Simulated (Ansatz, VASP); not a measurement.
# One calculation of CaO, two programs

POSCAR

```
CaO
1.0
    0.0000000000      2.4122650000      2.3755300000
    2.4122650000      0.0000000000      2.3755300000
    2.4122650000      2.4122650000      0.0000000000
Ca O
1 1
Direct
    0.0000000000      0.0000000000      0.0000000000
    0.5000000000      0.5000000000      0.5000000000
```

Contents of INCAR.step1:

```
SYSTEM = CaO
PREC     = Accurate       ! precision mode
ENCUT    = 520            ! plane-wave cutoff, eV
ISMEAR   = 0              ! smearing method
SIGMA    = 0.05           ! smearing width, eV
LREAL    = .False.        ! projectors in reciprocal space
LASPH    = .True.         ! aspherical terms in the spheres
NELM     = 80             ! most SCF steps
NBANDS   = 15             ! bands
GGA      = PE             ! functional
ALGO     = Normal         ! electronic algorithm
EDIFF    = 1E-4           ! SCF threshold, eV
LWAVE    = .True.         ! write WAVECAR
LCHARG   = .False.        ! write CHGCAR
```

The input INCAR.step2:

```
SYSTEM = CaO
PREC     = Accurate       ! precision mode
ENCUT    = 520            ! plane-wave cutoff, eV
EDIFF    = 1E-7           ! SCF threshold, eV
ISMEAR   = 0              ! smearing method
SIGMA    = 0.05           ! smearing width, eV
LREAL    = .False.        ! projectors in reciprocal space
LASPH    = .True.         ! aspherical terms in the spheres
NELM     = 80             ! most SCF steps
ALGO     = Normal         ! electronic algorithm
ISIF     = 2              ! what is computed and relaxed
LWAVE    = .False.        ! write WAVECAR
LCHARG   = .False.        ! write CHGCAR
METAGGA  = R2SCAN         ! meta-GGA
LMIXTAU  = .True.       
NBANDS   = 15             ! bands
ISTART   = 1
```

KPOINTS

```
regular mesh
0
Gamma
  8 8 8
  0 0 0
```

Input for Ansatz:

```yaml
crystal:
  lattice:
    - [0.0, 2.412265, 2.37553]
    - [2.412265, 0.0, 2.37553]
    - [2.412265, 2.412265, 0.0]
  atoms:
    - { symbol: Ca, position: [0.0, 0.0, 0.0] }
    - { symbol: O, position: [0.5, 0.5, 0.5] }
basis:
  ecutwfc: 500
kpoints:
  mp_grid: { grid: [8, 8, 8] }
hamiltonian:
  xc: r2scan
scf:
  occupations: { method: gaussian, width: 0.05 }
output:
  forces: true
  stress: true
  eigenvalues: true
```

Change from the starting cell: strain -0.015 along x and y, -0.030 along z, atoms carried along.

Alike in both runs: task single point; functional r2SCAN; k mesh 8 × 8 × 8; occupations gaussian, width 0.05 eV; no spin polarisation.

```csv
,VASP,Ansatz
version,VASP 6.6.1,Ansatz 0.2.0
potentials or method,"VASP PAW PBE potentials, release 64 (Ca_sv, O), cutoff 520 eV","scalar-relativistic, plane waves, PAW"
valence electrons in the cell,16,16
```

```csv
,VASP,Ansatz,Ansatz less VASP
gap on the k mesh at the Fermi level (eV),4.13,4.14,+0.014
least direct gap on the mesh (eV),4.55,4.56,+0.016
pressure (GPa),0.8,-0.3,-1.07
"traceless stress, the component that is largest in VASP (GPa)",1.91,1.78,-0.130
```

VASP's potentials were made for PBE, not for r2SCAN.
